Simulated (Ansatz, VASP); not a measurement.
## Two plane-wave programs on InP

File INCAR:

```
PREC = Accurate
ENCUT = 500
EDIFF = 1E-6
ISMEAR = 0
SIGMA = 0.05
LREAL = False
LASPH = True
NELM = 120
ALGO = Normal
ISIF = 2
LWAVE = False
LCHARG = False
GGA = PE
NBANDS = 16
GGA_COMPAT = False
```

File KPOINTS:

```
Automatic mesh
0
Gamma
  6 6 6
```

POSCAR

```
InP
1.0
    0.0000000000      2.8550009661      2.8550009661
    2.8550009661      0.0000000000      2.8550009661
    2.8550009661      2.8550009661      0.0000000000
In P
1 1
Direct
    0.0000000000      0.0000000000      0.0000000000
    0.5000000000      0.5000000000      0.5000000000
```

Input for Ansatz:

```yaml
crystal:
  lattice:
    - [0.0, 2.8550009661, 2.8550009661]
    - [2.8550009661, 0.0, 2.8550009661]
    - [2.8550009661, 2.8550009661, 0.0]
  atoms:
    - { symbol: In, position: [0.0, 0.0, 0.0] }
    - { symbol: P, position: [0.5, 0.5, 0.5] }
basis:
  ecutwfc: 420
  ecutrho_ratio: 4
kpoints:
  mp_grid: { grid: [6, 6, 6] }
hamiltonian:
  xc: pbe
scf:
  occupations: { method: gaussian, width: 0.05 }
output:
  forces: true
  stress: true
  eigenvalues: true
  populations: true
  write_density: true
  write_potential: true
  elf: true
  volumetric_format: npy
```

Alike in both runs: task single point; functional PBE; k mesh 6 × 6 × 6; occupations gaussian, width 0.05 eV; no spin polarisation.

|  | VASP | Ansatz |
| --- | --- | --- |
| version | VASP 6.6.1 | Ansatz 0.2.0 |
| potentials or method | VASP PAW PBE potentials, release 64 (In_d, P), cutoff 500 eV | scalar-relativistic, plane waves, PAW |
| valence electrons in the cell | 18 | 18 |

|  | VASP | Ansatz | Ansatz less VASP |
| --- | --- | --- | --- |
| gap on the k mesh at the Fermi level (eV) | none | none | - |
| pressure (GPa) | -5.1 | -5.1 | +0.03 |

A gap of «none» marks a metal or a gap that the smearing closes.
